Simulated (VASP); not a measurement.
# Y (Fm-3m) in VASP: settings compared

Aim: see how the results for Y move with the level of theory and the settings. Levels: LDA, r2SCAN. Tasks: electric field gradients.

Everything below comes from runs of VASP 6.6.1. Logs are shortened: lines on timing, memory, paths and dates and some standing lists are left out, and cuts for length are marked.

## 1. The cell of the first run

Symmetry: Fm-3m, No. 225, cubic system. The conventional cell has a = 4.970 Å, b = 4.970 Å, c = 4.970 Å, α = 90.00°, β = 90.00°, γ = 90.00°. Within 4.6 Å of Y (site symmetry m-3m) lie 12 Y at 3.51 Å.

This isn't the form of Y at room conditions, which is hcp.

## 2. Electric field gradients, LDA

File INCAR:

```
SYSTEM = Y
  PREC = Accurate
  ENCUT = 520
  EDIFF = 1E-8
  ISMEAR = -1
  SIGMA = 0.03
  LREAL = .False.
  LASPH = .True.
  NELM = 100
  ALGO = Normal
  ISIF = 2
  LWAVE = .False.
  LCHARG = .False.
  LEFG = .True.
  NBANDS = 12
```

File KPOINTS:

```
Automatic mesh
0
Gamma
  14 14 14
  0 0 0
```

File POSCAR:

```
Y
1.0
    0.0000000000      2.4850000000      2.4850000000
    2.4850000000      0.0000000000      2.4850000000
    2.4850000000      2.4850000000      0.0000000000
Y
1
Direct
    0.0000000000      0.0000000000      0.0000000000
```

Potentials or basis: VASP PAW LDA potentials, release 64 (Y_sv).

Started as:

```
$ cat potpaw_LDA.64/Y_sv/POTCAR > POTCAR
$ mpirun -np 1 vasp_std > vasp.out
```

OUTCAR:

```text
SYSTEM = Y
   PREC = Accurate
   ENCUT = 520
   EDIFF = 1E-8
   ISMEAR = -1
   LREAL = .False.
   LASPH = .True.
   NELM = 100
   ISIF = 2

 ion  position               nearest neighbor table
   1  0.000  0.000  0.000-

  LATTYP: Found a face centered cubic cell.
 ALAT       =     4.9700000000

  Lattice vectors:

 A1 = (   0.0000000000,   2.4850000000,   2.4850000000)
 A2 = (   2.4850000000,   0.0000000000,   2.4850000000)
 A3 = (   2.4850000000,   2.4850000000,   0.0000000000)

Analysis of symmetry for initial positions (statically):
=====================================================================
 Subroutine PRICEL returns:
 Original cell was already a primitive cell.

 Routine SETGRP: Setting up the symmetry group for a
 face centered cubic supercell.

 Subroutine GETGRP returns: Found 48 space group operations
 (whereof 48 operations were pure point group operations)
 out of a pool of 48 trial point group operations.

The static configuration has the point symmetry O_h .

Analysis of symmetry for dynamics (positions and initial velocities):
=====================================================================
 Subroutine PRICEL returns:
 Original cell was already a primitive cell.

 Routine SETGRP: Setting up the symmetry group for a
 face centered cubic supercell.

 Subroutine GETGRP returns: Found 48 space group operations
 (whereof 48 operations were pure point group operations)
 out of a pool of 48 trial point group operations.

The dynamic configuration has the point symmetry O_h .

 Subroutine INISYM returns: Found 48 space group operations
 (whereof 48 operations are pure point group operations),
 and found     1 'primitive' translations

----------------------------------------------------------------------------------------

                                     Primitive cell

  volume of cell :      30.6909

  direct lattice vectors                    reciprocal lattice vectors
     0.000000000  2.485000000  2.485000000    -0.201207243  0.201207243  0.201207243
     2.485000000  0.000000000  2.485000000     0.201207243 -0.201207243  0.201207243
     2.485000000  2.485000000  0.000000000     0.201207243  0.201207243 -0.201207243

  length of vectors
     3.514320702  3.514320702  3.514320702     0.348501169  0.348501169  0.348501169

  position of ions in fractional coordinates (direct lattice)
     0.000000000  0.000000000  0.000000000

  ion indices of the primitive-cell ions
   primitive index   ion index
                 1           1

----------------------------------------------------------------------------------------

 KPOINTS: Automatic mesh

Automatic generation of k-mesh.
 Grid dimensions read from file:
 generate k-points for:   14   14   14

 Generating k-lattice:

  Cartesian coordinates                     Fractional coordinates (reciprocal lattice)
    -0.014371946  0.014371946  0.014371946     0.071428571  0.000000000  0.000000000
     0.014371946 -0.014371946  0.014371946     0.000000000  0.071428571  0.000000000
     0.014371946  0.014371946 -0.014371946     0.000000000  0.000000000  0.071428571

  Length of vectors
     0.024892941  0.024892941  0.024892941

  Shift w.r.t. Gamma in fractional coordinates (k-lattice)
     0.000000000  0.000000000  0.000000000

 Subroutine IBZKPT returns following result:
 ===========================================

 Found    104 irreducible k-points:

 Following reciprocal coordinates:
            Coordinates               Weight
  0.000000  0.000000  0.000000      1.000000
  0.071429  0.000000  0.000000      8.000000
  0.142857  0.000000  0.000000      8.000000
  0.214286  0.000000  0.000000      8.000000
  0.285714  0.000000  0.000000      8.000000
  0.357143  0.000000  0.000000      8.000000
[... 16 lines left out ...]
  0.214286  0.142857  0.000000     24.000000
  0.285714  0.142857  0.000000     24.000000
 [... further k-points ...]
   k-points           NKPTS =    104   k-points in BZ     NKDIM =    104   number of bands    NBANDS=     12
   number of dos      NEDOS =    301   number of ions     NIONS =      1
   total plane-waves  NPLWV =  21952
   dimension x,y,z NGX =    28 NGY =   28 NGZ =   28
   dimension x,y,z NGXF=    56 NGYF=   56 NGZF=   56
   ions per type =               1
   NGX,Y,Z   is equivalent  to a cutoff of  13.25, 13.25, 13.25 a.u.
   NGXF,Y,Z  is equivalent  to a cutoff of  26.49, 26.49, 26.49 a.u.
 SYSTEM =  Y
   PREC   = accura    normal or accurate (medium, high low for compatibility)
   ISTART =      0    job   : 0-new  1-cont  2-samecut
   ICHARG =      2    charge: 1-file 2-atom 10-const
   ISPIN  =      1    spin polarized calculation?
   LNONCOLLINEAR =      F non collinear calculations
   LSORBIT =      F    spin-orbit coupling
   LASPH  =      T    aspherical Exc in radial PAW
   ENCUT  =  520.0 eV  38.22 Ry    6.18 a.u.   6.53  6.53  6.53*2*pi/ulx,y,z
   NELM   =    100;   NELMIN=  2; NELMDL= -5     # of ELM steps
   EDIFF  = 0.1E-07   stopping-criterion for ELM
   LREAL  =      F    real-space projection
   EDIFFG = 0.1E-06   stopping-criterion for IOM
   NSW    =      0    number of steps for IOM
   IBRION =     -1    ionic relax: 0-MD 1-quasi-New 2-CG
   NFREE  =      0    steps in history (QN), initial steepest desc. (CG)
   ISIF   =      2    stress and relaxation
   ISYM   =      2    0-nonsym 1-usesym 2-fastsym
   POTIM  = 0.5000    time-step for ionic-motion
   TEBEG  =    0.0;   TEEND  =   0.0 temperature during run
   PSTRESS=    0.0 pullay stress
   NELECT =      11.0000    total number of electrons
   NUPDOWN=      -1.0000    fix difference up-down
   EMIN   =  10.00;   EMAX   =-10.00  energy-range for DOS
   EFERMI =   0.00;   METHOD = LEGACY
   ISMEAR =    -1;   SIGMA  =   0.03  broadening in eV -4-tet -1-fermi 0-gaus
   EFERMI_NEDOS =   21; number of points for ismear=-14 and -15
   IALGO  =     38    algorithm
   IMIX   =      4    mixing-type and parameters
     AMIX     =   0.40;   BMIX     =  1.00
     AMIX_MAG =   1.60;   BMIX_MAG =  1.00
  volume/ion in A,a.u.               =      30.69       207.11
  Fermi-wavevector in a.u.,A,eV,Ry     =   1.162883  2.197530 18.399114  1.352297
  Thomas-Fermi vector in A             =   2.299439
   LORBIT       =      0    0 simple, 1 ext, 2 COOP (PROOUT), +10 PAW based schemes
   GGA     = CA    functional components
   LHFCALC =     F    Hartree Fock is set to
   AEXX    =    0.0000 exact exchange contribution
   IVDW    =     0    specifies the selected vdW correction
   LEPSILON=     F    determine dielectric tensor
   LRPA    =     F    only Hartree local field effects (RPA)
 non-spin polarized calculation
  energy-cutoff  :      520.00
  volume of cell :       30.69
 maximum number of plane-waves:       869
 NGX is ok and might be reduce to    28
   NGX = 13   NGY = 13   NGZ = 13

 number of electron      10.9999999 magnetization

 Free energy of the ion-electron system (eV)
  ---------------------------------------------------
  ext. energy  EPLUGINS =         0.00000000
  ---------------------------------------------------
  free energy    TOTEN  =        -6.93281246 eV

  energy without entropy =       -6.92760638  energy(sigma->0) =       -6.93020942

 E-fermi :   3.2336     XC(G=0):  -9.9057

 val. band max:        3.2244294223   @ k =  -0.2857   0.2857   0.0714
 cond. band min:       3.2436625025   @ k =  -0.4286   0.2143   0.0714
 fundamental gap:      0.0192330803
 Fermi energy:         3.2335962770

 k-point     1 :       0.0000    0.0000    0.0000
  band No.  band energies     occupation
      1     -39.0951      2.00000
      2     -18.8626      2.00000
      3     -18.8626      2.00000
      4     -18.8626      2.00000
      5      -1.6124      2.00000
      6       5.0060      0.00000
      7       5.0060      0.00000
      8       5.0060      0.00000
      9       7.1477      0.00000
     10       7.1477      0.00000
     11      12.4228      0.00000
     12      15.8207      0.00000

 k-point     2 :       0.0714    0.0000    0.0000
  band No.  band energies     occupation
      1     -39.0909      2.00000
      2     -18.8996      2.00000
      3     -18.8672      2.00000
      4     -18.8672      2.00000
      5      -1.4755      2.00000
      6       4.8556      0.00000
      7       5.0706      0.00000
      8       5.0706      0.00000
      9       7.0740      0.00000
     10       7.0740      0.00000
     11      12.7357      0.00000
     12      15.2241      0.00000
[... 316 lines left out ...]
 k-point    24 :       0.2857    0.1429    0.0000
  band No.  band energies     occupation
      1     -39.0439      2.00000
      2     -19.2196      2.00000
      3     -18.9570      2.00000
      4     -18.9501      2.00000
      5       0.1242      2.00000
      6       3.6193      0.00001
      7       5.0139      0.00000
      8       5.6932      0.00000
      9       6.5344      0.00000
     10       7.7949      0.00000
     11      13.6991      0.00000
     12      15.6187      0.00000

 [... further k-points ...]

------------------------ aborting loop because EDIFF is reached ----------------------------------------

  FORCE on cell =-STRESS in cart. coord.  units (eV):
  Direction    XX          YY          ZZ          XY          YZ          ZX
  --------------------------------------------------------------------------------------
  -------------------------------------------------------------------------------------
  Total       -0.3639985     -0.3639985     -0.3639985      0.0000000     -0.0000000     -0.0000000
  in kB      -19.0020757    -19.0020757    -19.0020757      0.0000000     -0.0000000     -0.0000000
  external PRESSURE =     -19.0020757 kB  Pullay stress =       0.0000000 kB

 VOLUME and BASIS-vectors are now :
 -----------------------------------------------------------------------------
  energy-cutoff  :      520.00
  volume of cell :       30.69
      direct lattice vectors                 reciprocal lattice vectors
     0.000000000  2.485000000  2.485000000    -0.201207243  0.201207243  0.201207243
     2.485000000  0.000000000  2.485000000     0.201207243 -0.201207243  0.201207243
     2.485000000  2.485000000  0.000000000     0.201207243  0.201207243 -0.201207243

 POSITION                                       TOTAL-FORCE (eV/Angst)
 -----------------------------------------------------------------------------------
      0.00000      0.00000      0.00000         0.000000     -0.000000      0.000000
 -----------------------------------------------------------------------------------
    total drift:                               -0.000000     -0.000000     -0.000000

  FREE ENERGIE OF THE ION-ELECTRON SYSTEM (eV)
  ---------------------------------------------------
  free  energy   TOTEN  =        -6.9328124586 eV

  energy  without entropy=       -6.9276063799  energy(sigma->0) =       -6.93020942

 Electric field gradients (V/A^2)
---------------------------------------------------------------------
 ion       V_xx      V_yy      V_zz      V_xy      V_xz      V_yz
---------------------------------------------------------------------
   1      -0.000     0.000    -0.000     0.000     0.000     0.000
---------------------------------------------------------------------

 Electric field gradients after diagonalization (V/A^2)
 (convention: |V_zz| > |V_xx| > |V_yy|)
----------------------------------------------------------------------
 ion       V_xx      V_yy      V_zz     asymmetry (V_yy - V_xx)/ V_zz
----------------------------------------------------------------------
   1      -0.000    -0.000     0.000       0.000
----------------------------------------------------------------------

           NMR quadrupolar parameters

 Cq : quadrupolar parameter    Cq=e*Q*V_zz/h
 eta: asymmetry parameters     (V_yy - V_xx)/ V_zz
 Q  : nuclear electric quadrupole moment in mb (millibarn)
----------------------------------------------------------------------
 ion       Cq(MHz)       eta       Q (mb)
----------------------------------------------------------------------
   1       0.000       0.000       1.000
----------------------------------------------------------------------
```

Wall time 17 s (1 thread of Intel Xeon 6975P-C (Granite Rapids), shared host); peak memory 0.18 GiB.

What came out:

```yaml
Free_energy: -6.9328 eV
Pressure: -1.9 GPa
Band_gap_on_the_k_mesh: zero (an odd number of electrons rules out a gap without spin polarisation)
Largest_electric_field_gradient_by_atom: zero within the noise of the run
```

## 3. Electric field gradients, r2SCAN

POSCAR is that of step 2.

File INCAR.step1:

```
ALGO     = Normal         # electronic algorithm
EDIFF    = 1E-4           # SCF threshold, eV
ENCUT    = 520            # plane-wave cutoff, eV
GGA      = PE             # functional
ISMEAR   = -1             # smearing method
LASPH    = True           # aspherical terms in the spheres
LCHARG   = False          # write CHGCAR
LREAL    = False          # projectors in reciprocal space
LWAVE    = True           # write WAVECAR
NBANDS   = 12             # bands
NELM     = 100            # most SCF steps
PREC     = Accurate       # precision mode
SIGMA    = 0.03           # smearing width, eV
```

File INCAR.step2:

```
ALGO     = Normal         # electronic algorithm
EDIFF    = 1E-8           # SCF threshold, eV
ENCUT    = 520            # plane-wave cutoff, eV
ISIF     = 2              # what is computed and relaxed
ISMEAR   = -1             # smearing method
ISTART   = 1            
LASPH    = True           # aspherical terms in the spheres
LCHARG   = False          # write CHGCAR
LEFG     = True         
LMIXTAU  = True         
LREAL    = False          # projectors in reciprocal space
LWAVE    = False          # write WAVECAR
METAGGA  = R2SCAN         # meta-GGA
NBANDS   = 12             # bands
NELM     = 100            # most SCF steps
PREC     = Accurate       # precision mode
SIGMA    = 0.03           # smearing width, eV
```

File KPOINTS:

```
k-points
0
Gamma
  14 14 14
```

Potentials or basis: VASP PAW PBE potentials, release 64 (Y_sv).

Started as:

```
$ cat potpaw_PBE.64/Y_sv/POTCAR > POTCAR
$ cp INCAR.step1 INCAR
$ mpirun -np 1 vasp_std > vasp.out
$ cp INCAR.step2 INCAR
$ mpirun -np 1 vasp_std > vasp.out
```

OUTCAR:

```text
EDIFF = 1E-8
   ENCUT = 520
   ISIF = 2
   ISMEAR = -1
   ISTART = 1
   LASPH = True
   LREAL = False
   METAGGA = R2SCAN
   NELM = 100
   PREC = Accurate

 ion  position               nearest neighbor table
   1  0.000  0.000  0.000-

  LATTYP: Found a face centered cubic cell.
 ALAT       =     4.9700000000

  Lattice vectors:

 A1 = (   0.0000000000,   2.4850000000,   2.4850000000)
[... 567 lines left out ...]
    total drift:                                0.000000     -0.000000     -0.000000

  FREE ENERGIE OF THE ION-ELECTRON SYSTEM (eV)
  ---------------------------------------------------
  free  energy   TOTEN  =       -20.1992579026 eV

  energy  without entropy=      -20.1942787366  energy(sigma->0) =      -20.19676832

 Electric field gradients (V/A^2)
---------------------------------------------------------------------
 ion       V_xx      V_yy      V_zz      V_xy      V_xz      V_yz
---------------------------------------------------------------------
   1      -0.000     0.000     0.000     0.000     0.000     0.000
---------------------------------------------------------------------

 Electric field gradients after diagonalization (V/A^2)
 (convention: |V_zz| > |V_xx| > |V_yy|)
----------------------------------------------------------------------
 ion       V_xx      V_yy      V_zz     asymmetry (V_yy - V_xx)/ V_zz
----------------------------------------------------------------------
   1      -0.000    -0.000     0.000       0.000
----------------------------------------------------------------------

           NMR quadrupolar parameters

 Cq : quadrupolar parameter    Cq=e*Q*V_zz/h
 eta: asymmetry parameters     (V_yy - V_xx)/ V_zz
 Q  : nuclear electric quadrupole moment in mb (millibarn)
----------------------------------------------------------------------
 ion       Cq(MHz)       eta       Q (mb)
----------------------------------------------------------------------
   1       0.000       0.000       1.000
----------------------------------------------------------------------
```

OUTCAR.step1:

```text
EDIFF = 1E-4
   ENCUT = 520
   GGA = PE
   ISMEAR = -1
   LASPH = True
[... 575 lines left out ...]

 POSITION                                       TOTAL-FORCE (eV/Angst)
 -----------------------------------------------------------------------------------
      0.00000      0.00000      0.00000        -0.000000     -0.000000     -0.000000
 -----------------------------------------------------------------------------------
    total drift:                               -0.000000     -0.000000     -0.000000

  FREE ENERGIE OF THE ION-ELECTRON SYSTEM (eV)
  ---------------------------------------------------
  free  energy   TOTEN  =        -6.3978622539 eV

  energy  without entropy=       -6.3925114801  energy(sigma->0) =       -6.39518687
```

Wall time 95 s (1 thread of Intel Xeon 6975P-C (Granite Rapids), shared host); peak memory 0.21 GiB.

What came out:

- Free energy: -20.1993 eV
- Pressure: 3.4 GPa
- Band gap on the k mesh: zero (an odd number of electrons rules out a gap without spin polarisation)
- Largest electric field gradient by atom: zero within the noise of the run

Caveat: the cell stands under pressure; the PAW data sets were made with another functional, which shifts forces and pressure a little.
